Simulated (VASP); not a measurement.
Wanted: the native input for a VASP 6.6.1 run.

```yaml
Task: single point
Functional: PBE
Potentials_or_basis: VASP PAW PBE potentials, release 64 (Cu, O)
Cutoff: 520 eV
k_mesh: 6 × 6 × 1
Occupations: gaussian, width 0.1 eV
Spin: no spin polarisation
Dipole_correction: yes
Further_INCAR_settings: ALGO = Normal; EDIFF = 1e-07; NBANDS = 81
```

The structure of Cu12O lies in POSCAR:

```
Cu12O
1.0
    5.1332392722      0.0000000000      0.0000000000
   -2.5666196361      4.4455156134      0.0000000000
    0.0000000000      0.0000000000     19.6236279128
Cu O
12 1
Direct
    0.3333333333      0.1666666667      0.2038359073
    0.3333333333      0.6666666667      0.2038359073
    0.8333333333      0.1666666667      0.2038359073
    0.8333333333      0.6666666667      0.2038359073
    0.1666666667      0.3333333333      0.3089002473
    0.1666666667      0.8333333333      0.3089002473
    0.6666666667      0.3333333333      0.3089002473
    0.6666666667      0.8333333333      0.3089002473
    0.0000000000      0.0000000000      0.4139717665
    0.0000000000      0.5000000000      0.4139717665
    0.5000000000      0.0000000000      0.4139717665
    0.5000000000      0.5000000000      0.4139717665
    0.2500000000      0.1666666667      0.4808619049
```

One way to write it, as run:

INCAR

```
ALGO = Normal ; DIPOL = 0.5 0.5 0.322
EDIFF = 1E-7 ; ENCUT = 520
GGA = PE ; IDIPOL = 3
ISIF = 2 ; ISMEAR = 0
LASPH = True ; LCHARG = True
LDIPOL = True ; LELF = True
LREAL = False ; LVACPOTAV = True
LVHAR = True ; LWAVE = False
NBANDS = 81 ; NELM = 80
PREC = Accurate ; SIGMA = 0.1
```

KPOINTS

```
k-points
0
Gamma
  6 6 1
```

Potentials or basis: VASP PAW PBE potentials, release 64 (Cu, O).

The run is started by

```bash
$ cat potpaw_PBE.64/Cu/POTCAR potpaw_PBE.64/O/POTCAR > POTCAR
$ mpirun -np 1 vasp_std > vasp.out
```

Results of the run:

| Item | Value |
| --- | --- |
| Largest force | 2.174 eV/Å |
| Band gap on the k mesh | zero (bands 69 and 70 overlap by 0.24 eV) |

It took 81 min on 1 thread of Intel Xeon 8259CL, with other jobs on the host, peak memory 0.88 GiB.
